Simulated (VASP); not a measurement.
# SrO (Fm-3m) in VASP: a series of runs, part 2 of 2

VASP 6.6.1. Earlier steps stand in the parts before.

## (3) Single point, PBEsol

This run uses another cell than the first one, of 16.81 Å³/atom, 0.994 times its volume.

File INCAR:

```
  PREC = Accurate
  ENCUT = 600
  EDIFF = 1E-6
  ISMEAR = -1
  SIGMA = 0.05
  LREAL = False
  LASPH = True
  NELM = 120
  ALGO = Normal
  ISIF = 2
  LWAVE = False
  LCHARG = False
  GGA = PS
  NBANDS = 15
  GGA_COMPAT = False
```

File KPOINTS:

```
Automatic mesh
0
Gamma
  9 9 9
```

File POSCAR:

```
SrO
1.0
    0.0000000000      2.5614438245      2.5614438245
    2.5614438245      0.0000000000      2.5614438245
    2.5614438245      2.5614438245      0.0000000000
Sr O
1 1
Direct
    0.5000000000      0.5000000000      0.5000000000
    0.0000000000      0.0000000000      0.0000000000
```

Potentials or basis: VASP PAW PBE potentials, release 64 (Sr_sv, O).

Started as:

```console
cat potpaw_PBE.64/Sr_sv/POTCAR potpaw_PBE.64/O/POTCAR > POTCAR
mpirun -np 1 vasp_std > vasp.out
```

OUTCAR:

```text
PREC = Accurate
   ENCUT = 600
   EDIFF = 1E-6
   ISMEAR = -1
   LREAL = False
   LASPH = True
   NELM = 120
   ISIF = 2
   GGA = PS

 ion  position               nearest neighbor table
   1  0.500  0.500  0.500-   2 2.56   2 2.56   2 2.56   2 2.56   2 2.56   2 2.56
   2  0.000  0.000  0.000-   1 2.56   1 2.56   1 2.56   1 2.56   1 2.56   1 2.56

  LATTYP: Found a face centered cubic cell.
 ALAT       =     5.1228876490

  Lattice vectors:

 A1 = (   0.0000000000,   2.5614438245,   2.5614438245)
 A2 = (   2.5614438245,   0.0000000000,   2.5614438245)
 A3 = (   2.5614438245,   2.5614438245,   0.0000000000)

Analysis of symmetry for initial positions (statically):
=====================================================================
 Subroutine PRICEL returns:
 Original cell was already a primitive cell.

 Routine SETGRP: Setting up the symmetry group for a
 face centered cubic supercell.

 Subroutine GETGRP returns: Found 48 space group operations
[... 9 lines left out ...]

 Routine SETGRP: Setting up the symmetry group for a
 face centered cubic supercell.

 Subroutine GETGRP returns: Found 48 space group operations
[... 11 lines left out ...]
                                     Primitive cell

  volume of cell :      33.6112

  direct lattice vectors                    reciprocal lattice vectors
     0.000000000  2.561443824  2.561443824    -0.195202407  0.195202407  0.195202407
     2.561443824  0.000000000  2.561443824     0.195202407 -0.195202407  0.195202407
     2.561443824  2.561443824  0.000000000     0.195202407  0.195202407 -0.195202407

  length of vectors
     3.622428596  3.622428596  3.622428596     0.338100487  0.338100487  0.338100487

  position of ions in fractional coordinates (direct lattice)
     0.500000000  0.500000000  0.500000000
     0.000000000  0.000000000  0.000000000

  ion indices of the primitive-cell ions
   primitive index   ion index
                 1           1
                 2           2

----------------------------------------------------------------------------------------

 KPOINTS: Automatic mesh

Automatic generation of k-mesh.
 Grid dimensions read from file:
 generate k-points for:    9    9    9

 Generating k-lattice:

  Cartesian coordinates                     Fractional coordinates (reciprocal lattice)
    -0.021689156  0.021689156  0.021689156     0.111111111  0.000000000  0.000000000
     0.021689156 -0.021689156  0.021689156     0.000000000  0.111111111  0.000000000
     0.021689156  0.021689156 -0.021689156     0.000000000  0.000000000  0.111111111

  Length of vectors
     0.037566721  0.037566721  0.037566721

  Shift w.r.t. Gamma in fractional coordinates (k-lattice)
     0.000000000  0.000000000  0.000000000

 Subroutine IBZKPT returns following result:
 ===========================================

 Found     35 irreducible k-points:

 Following reciprocal coordinates:
            Coordinates               Weight
  0.000000  0.000000  0.000000      1.000000
  0.111111  0.000000  0.000000      8.000000
  0.222222  0.000000  0.000000      8.000000
  0.333333  0.000000  0.000000      8.000000
  0.444444  0.000000  0.000000      8.000000
  0.111111  0.111111  0.000000      6.000000
[... 16 lines left out ...]
 -0.333333  0.333333  0.000000     12.000000
  0.444444  0.444444  0.000000      6.000000
 [... further k-points ...]
   k-points           NKPTS =     35   k-points in BZ     NKDIM =     35   number of bands    NBANDS=     15
   number of dos      NEDOS =    301   number of ions     NIONS =      2
   total plane-waves  NPLWV =  27000
   dimension x,y,z NGX =    30 NGY =   30 NGZ =   30
   dimension x,y,z NGXF=    60 NGYF=   60 NGZF=   60
   ions per type =               1   1
   NGX,Y,Z   is equivalent  to a cutoff of  13.77, 13.77, 13.77 a.u.
   NGXF,Y,Z  is equivalent  to a cutoff of  27.54, 27.54, 27.54 a.u.
 SYSTEM =  unknown system
   PREC   = accura    normal or accurate (medium, high low for compatibility)
   ISTART =      0    job   : 0-new  1-cont  2-samecut
   ICHARG =      2    charge: 1-file 2-atom 10-const
   ISPIN  =      1    spin polarized calculation?
   LNONCOLLINEAR =      F non collinear calculations
   LSORBIT =      F    spin-orbit coupling
   LASPH  =      T    aspherical Exc in radial PAW
   ENCUT  =  600.0 eV  44.10 Ry    6.64 a.u.   7.23  7.23  7.23*2*pi/ulx,y,z
   NELM   =    120;   NELMIN=  2; NELMDL= -5     # of ELM steps
   EDIFF  = 0.1E-05   stopping-criterion for ELM
   LREAL  =      F    real-space projection
   EDIFFG = 0.1E-04   stopping-criterion for IOM
   NSW    =      0    number of steps for IOM
   IBRION =     -1    ionic relax: 0-MD 1-quasi-New 2-CG
   NFREE  =      0    steps in history (QN), initial steepest desc. (CG)
   ISIF   =      2    stress and relaxation
   ISYM   =      2    0-nonsym 1-usesym 2-fastsym
   POTIM  = 0.5000    time-step for ionic-motion
   TEBEG  =    0.0;   TEEND  =   0.0 temperature during run
   PSTRESS=    0.0 pullay stress
   NELECT =      16.0000    total number of electrons
   NUPDOWN=      -1.0000    fix difference up-down
   EMIN   =  10.00;   EMAX   =-10.00  energy-range for DOS
   EFERMI =   0.00;   METHOD = LEGACY
   ISMEAR =    -1;   SIGMA  =   0.05  broadening in eV -4-tet -1-fermi 0-gaus
   EFERMI_NEDOS =   21; number of points for ismear=-14 and -15
   IALGO  =     38    algorithm
   IMIX   =      4    mixing-type and parameters
     AMIX     =   0.40;   BMIX     =  1.00
     AMIX_MAG =   1.60;   BMIX_MAG =  1.00
  volume/ion in A,a.u.               =      16.81       113.41
  Fermi-wavevector in a.u.,A,eV,Ry     =   1.278262  2.415566 22.231302  1.633955
  Thomas-Fermi vector in A             =   2.410815
   LORBIT       =      0    0 simple, 1 ext, 2 COOP (PROOUT), +10 PAW based schemes
   GGA     = PS    functional components
   LHFCALC =     F    Hartree Fock is set to
   AEXX    =    0.0000 exact exchange contribution
   IVDW    =     0    specifies the selected vdW correction
   LEPSILON=     F    determine dielectric tensor
   LRPA    =     F    only Hartree local field effects (RPA)
 non-spin polarized calculation
  energy-cutoff  :      600.00
  volume of cell :       33.61
 maximum number of plane-waves:      1139
 NGX is ok and might be reduce to    30
   NGX = 15   NGY = 15   NGZ = 15

 number of electron      15.9999997 magnetization

 Free energy of the ion-electron system (eV)
  ---------------------------------------------------
  ext. energy  EPLUGINS =         0.00000000
  ---------------------------------------------------
  free energy    TOTEN  =       -12.64058903 eV

  energy without entropy =      -12.64058903  energy(sigma->0) =      -12.64058903

 E-fermi :   2.7014     XC(G=0): -10.3308

 val. band max:        1.5402427480   @ k =   0.0000   0.0000   0.0000
 cond. band min:       4.7475888327   @ k =   0.4444   0.4444   0.0000
 fundamental gap:      3.2073460847
 Fermi energy:         2.7014267062

 k-point     1 :       0.0000    0.0000    0.0000
  band No.  band energies     occupation
      1     -30.6575      2.00000
      2     -13.4717      2.00000
      3     -12.2982      2.00000
      4     -12.2982      2.00000
      5     -12.2982      2.00000
      6       1.5402      2.00000
      7       1.5402      2.00000
      8       1.5402      2.00000
      9       5.4427      0.00000
     10       7.7266      0.00000
     11       7.7266      0.00000
     12       7.7266      0.00000
     13       9.9472      0.00000
     14       9.9472      0.00000
     15      14.0793      0.00000
[... 397 lines left out ...]
 k-point    24 :       0.4444    0.4444    0.0000
  band No.  band energies     occupation
      1     -30.4708      2.00000
      2     -13.7434      2.00000
      3     -12.9713      2.00000
      4     -12.6775      2.00000
      5     -12.6775      2.00000
      6       1.0098      2.00000
      7       1.4528      2.00000
      8       1.4528      2.00000
      9       4.7476      0.00000
     10       9.2568      0.00000
     11      11.7357      0.00000
     12      11.8732      0.00000
     13      12.6032      0.00000
     14      12.6032      0.00000
     15      15.6956      0.00000

 [... further k-points ...]
[... 5 lines left out ...]
  --------------------------------------------------------------------------------------
  -------------------------------------------------------------------------------------
  Total        0.1118178      0.1118178      0.1118178     -0.0000000      0.0000000     -0.0000000
  in kB        5.3301227      5.3301227      5.3301227     -0.0000000      0.0000000     -0.0000000
  external PRESSURE =       5.3301227 kB  Pullay stress =       0.0000000 kB

 VOLUME and BASIS-vectors are now :
 -----------------------------------------------------------------------------
  energy-cutoff  :      600.00
  volume of cell :       33.61
      direct lattice vectors                 reciprocal lattice vectors
     0.000000000  2.561443824  2.561443824    -0.195202407  0.195202407  0.195202407
     2.561443824  0.000000000  2.561443824     0.195202407 -0.195202407  0.195202407
     2.561443824  2.561443824  0.000000000     0.195202407  0.195202407 -0.195202407

 POSITION                                       TOTAL-FORCE (eV/Angst)
 -----------------------------------------------------------------------------------
      2.56144      2.56144      2.56144         0.000000      0.000000      0.000000
      0.00000      0.00000      0.00000        -0.000000     -0.000000     -0.000000
 -----------------------------------------------------------------------------------
    total drift:                               -0.000000      0.000000      0.000000

  FREE ENERGIE OF THE ION-ELECTRON SYSTEM (eV)
  ---------------------------------------------------
  free  energy   TOTEN  =       -12.6405890316 eV

  energy  without entropy=      -12.6405890316  energy(sigma->0) =      -12.64058903
```

Wall time 20 s (1 thread of Intel Xeon Platinum 8375C at 2.90GHz (Ice Lake), shared host); peak memory 0.18 GiB.

What came out:

```
Free energy            : -12.6406 eV
Pressure               : 0.5 GPa
Band gap on the k mesh : 3.21 eV, indirect (least direct gap 3.29 eV)
```

Levels at points of the mesh, in eV from the valence-band top:
```csv
k point,band 6,band 7,band 8,band 9,band 10,band 11
"(0.00, 0.00, 0.00)",0.00,0.00,0.00,3.90,6.19,6.19
```

Caveat: the PAW data sets were made with another functional, which shifts forces and pressure a little. A k mesh can miss the band edges.

## (4) Single point, PBE

This run uses another cell than the first one, of 17.52 Å³/atom, 1.037 times its volume.

File INCAR:

```
SYSTEM = SrO
ALGO     = Normal         ! electronic algorithm
EDIFF    = 1E-6           ! SCF threshold, eV
ENCUT    = 600            ! plane-wave cutoff, eV
GGA      = PE             ! functional
GGA_COMPAT= .False.      
ISIF     = 2              ! what is computed and relaxed
ISMEAR   = -1             ! smearing method
LASPH    = .True.         ! aspherical terms in the spheres
LCHARG   = .False.        ! write CHGCAR
LREAL    = .False.        ! projectors in reciprocal space
LWAVE    = .False.        ! write WAVECAR
NBANDS   = 15             ! bands
NELM     = 120            ! most SCF steps
PREC     = Accurate       ! precision mode
SIGMA    = 0.05           ! smearing width, eV
```

File KPOINTS:

```
k-points
0
Gamma
  9 9 9
  0 0 0
```

File POSCAR:

```
SrO
1.0
    0.0000000000      2.5973788799      2.5973788799
    2.5973788799      0.0000000000      2.5973788799
    2.5973788799      2.5973788799      0.0000000000
Sr O
1 1
Direct
    0.5000000000      0.5000000000      0.5000000000
    0.0000000000      0.0000000000      0.0000000000
```

Started as:

```console
cat potpaw_PBE.64/Sr_sv/POTCAR potpaw_PBE.64/O/POTCAR > POTCAR
mpirun -np 1 vasp_std > vasp.out
```

Wall time 20 s (1 thread of Intel Xeon Platinum 8375C at 2.90GHz (Ice Lake), shared host); peak memory 0.18 GiB.

It converged, with:

```
Free energy            : -12.0563 eV
Pressure               : 0.4 GPa
Band gap on the k mesh : 3.34 eV, indirect (least direct gap 3.45 eV)
```

Levels at points of the mesh, in eV from the valence-band top:
| k point | band 5 | band 6 | band 7 | band 8 | band 9 | band 10 | band 11 | band 12 |
| --- | --- | --- | --- | --- | --- | --- | --- | --- |
| (0.00, 0.00, 0.00) | -14.17 | 0.00 | 0.00 | 0.00 | 3.77 | 6.14 | 6.14 | 6.14 |

A k mesh can miss the band edges. A hybrid or GW would open this gap; PBE tends to underestimate it.

## (5) Relaxation of cell and atoms, PBE

File INCAR:

```
PREC     = Accurate       # precision mode
ENCUT    = 600            # plane-wave cutoff, eV
EDIFF    = 1E-7           # SCF threshold, eV
ISMEAR   = -1             # smearing method
SIGMA    = 0.05           # smearing width, eV
LREAL    = False          # projectors in reciprocal space
LASPH    = True           # aspherical terms in the spheres
NELM     = 120            # most SCF steps
ALGO     = Normal         # electronic algorithm
ISIF     = 3              # what is computed and relaxed
LWAVE    = False          # write WAVECAR
LCHARG   = False          # write CHGCAR
GGA      = PE             # functional
IBRION   = 2              # ionic algorithm
NSW      = 60             # ionic steps
EDIFFG   = -0.01          # ionic threshold
GGA_COMPAT= False        
NELMIN   = 4
```

File KPOINTS:

```
regular mesh
0
Gamma
  9 9 9
```

File POSCAR:

```
SrO
1.0
    0.0000000000      2.5663000000      2.5663000000
    2.5663000000      0.0000000000      2.5663000000
    2.5663000000      2.5663000000      0.0000000000
Sr O
1 1
Direct
    0.5000000000      0.5000000000      0.5000000000
    0.0000000000      0.0000000000      0.0000000000
```

Started as:

```console
cat potpaw_PBE.64/Sr_sv/POTCAR potpaw_PBE.64/O/POTCAR > POTCAR
mpirun -np 1 vasp_std > vasp.out
```

It took 45 s on 1 thread of Intel Xeon Platinum 8375C at 2.90GHz (Ice Lake), shared host; peak memory 0.18 GiB.

Results (log left out):

```
Free energy                            : -12.0552 eV
Relaxed volume                         : 17.62 Å³/atom
Relaxed cell                           : a = 3.680 Å, b = 3.680 Å, c = 3.680 Å, α = 60.00°, β = 60.00°, γ = 60.00°
Space group after relaxing (to 0.05 Å) : Fm-3m (No. 225)
Energy gained by relaxing              : 8.2 meV/atom
Ionic steps                            : 3
Pressure after relaxing                : 0.0 GPa
Band gap on the k mesh                 : 3.34 eV, indirect (least direct gap 3.46 eV)
```

Step by step:
```tsv
step	energy change (eV)	largest force (eV/Å)	pressure (GPa)	volume (Å³)
1	0.0000	0.0000	3.83	33.80
2	-0.0140	0.0000	-1.33	35.82
3	-0.0164	0.0000	0.01	35.23
```

Final structure:
```
Sr O
1.0
     0.00000    2.60195    2.60195
     2.60195    0.00000    2.60195
     2.60195    2.60195    0.00000
Sr O
1 1
Cartesian
  2.6020 2.6020 2.6020
  0.0000 0.0000 0.0000
```

Levels at points of the mesh, in eV from the valence-band top:
| k point | band 5 | band 6 | band 7 | band 8 | band 9 | band 10 | band 11 | band 12 |
| --- | --- | --- | --- | --- | --- | --- | --- | --- |
| (0.00, 0.00, 0.00) | -14.19 | 0.00 | 0.00 | 0.00 | 3.73 | 6.13 | 6.13 | 6.13 |

## (6) Overview

```tsv
task	level	cell	smearing	gap on the mesh (eV)	pressure (GPa)
single point	PBE	a = 3.629 Å, angles 60.0°, 2 atoms	gaussian 0.011 eV	3.32	3.8
single point	PBEsol	a = 3.622 Å, angles 60.0°, 2 atoms	fermi-dirac 0.05 eV	3.21	0.5
single point	PBE	a = 3.673 Å, angles 60.0°, 2 atoms	fermi-dirac 0.05 eV	3.34	0.4
relaxation of cell and atoms	PBE	relaxed from a = 3.629 Å, angles 60.0°, 2 atoms	fermi-dirac 0.05 eV	3.34	0.0
```

Alike in all rows: potentials or basis VASP PAW PBE potentials, release 64 (Sr_sv, O); no spin polarisation; k mesh 9 × 9 × 9; cutoff (eV) 600.

Caveats: the PAW data sets were made with another functional, which shifts forces and pressure a little (some runs).

Total energies depend on the potentials used, so only differences within one code and one set of settings carry meaning.
